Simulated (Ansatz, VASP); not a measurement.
# One calculation of YSc, two programs

File INCAR:

```
SYSTEM = YSc
ALGO = Normal
EDIFF = 1E-6
EDIFFG = -0.005
ENCUT = 600
IBRION = 2
ISIF = 3
ISMEAR = 0
LASPH = .TRUE.
LCHARG = .FALSE.
LREAL = .FALSE.
LWAVE = .FALSE.
NELM = 100
NSW = 70
PREC = Accurate
SIGMA = 0.1
```

Contents of KPOINTS:

```
k-points
0
G
  15 15 8
  0 0 0
```

Contents of POSCAR:

```
YSc
1.0
    3.5000860430      0.0000000000      0.0000000000
   -1.7500430215      3.0311634287      0.0000000000
    0.0000000000      0.0000000000      5.4078841417
Y Sc
1 1
Direct
    0.0000000000      0.0000000000      0.0000000000
    0.3333333333      0.6666666667      0.5000000000
```

Input for Ansatz:

```yaml
crystal:
  lattice:
    - [3.500086043, 0.0, 0.0]
    - [-1.7500430215, 3.0311634287, 0.0]
    - [0.0, 0.0, 5.4078841417]
  atoms:
    - { symbol: "Y", position: [0.0, 0.0, 0.0] }
    - { symbol: Sc, position: [0.3333333333, 0.6666666667, 0.5] }
basis:
  ecutwfc: 420
kpoints:
  mp_grid: { grid: [15, 15, 8] }
hamiltonian:
  xc: lda
scf:
  occupations: { method: gaussian, width: 0.1 }
output:
  forces: true
  stress: true
  eigenvalues: true
relax:
  adjacent_minimum: "off"
  f_tol: 0.005
  max_steps: 50
  cell: { stress_tol: 0.05 }
```

Alike in both runs: task relaxation of cell and atoms; functional LDA; k mesh 15 × 15 × 8; occupations gaussian, width 0.1 eV; no spin polarisation.

|  | VASP | Ansatz |
| --- | --- | --- |
| version | VASP 6.6.1 | Ansatz 0.2.0 |
| potentials or method | VASP PAW LDA potentials, release 64 (Y_sv, Sc_sv), cutoff 600 eV | scalar-relativistic, plane waves, PAW |
| valence electrons in the cell | 22 | 22 |

|  | VASP | Ansatz | Ansatz less VASP |
| --- | --- | --- | --- |
| gap on the k mesh at the Fermi level, each at its own relaxed structure (eV) | none | none | - |
| relaxed volume (Å³/atom) | 26.14 | 26.17 | +0.031 |
| relaxed cell length with the largest relative difference (Å) | 3.397 | 3.398 | +0.0014 |

LDA's correlation is that of Perdew and Zunger in VASP and of Perdew and Wang (1992) in Ansatz. A gap of «none» marks a metal or a gap that the smearing closes.
